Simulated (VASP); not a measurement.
The system is Ir.

```xyz
1
Lattice="0.0000 1.9156 1.9156 1.9156 0.0000 1.9156 1.9156 1.9156 0.0000" Properties=species:S:1:pos:R:3 pbc="T T T"
Ir    0.0000    0.0000    0.0000
```

Base run:

* Program: VASP 6.6.1
* Functional: PBE
* Potentials or basis: VASP PAW PBE potentials, release 64 (Ir)
* Cutoff: 500 eV
* k mesh: 8 × 8 × 8
* Occupations: fermi-dirac, width 0.05 eV
* Spin: no spin polarisation

Its results: pressure 13.7 GPa.

**Question.** The run is repeated on the same cell with these changes: k mesh from 8 × 8 × 8 to 5 × 5 × 5. What comes out?

**Answer.** Pressure 16.7 GPa.

Caveats: some runs use coarse meshes.
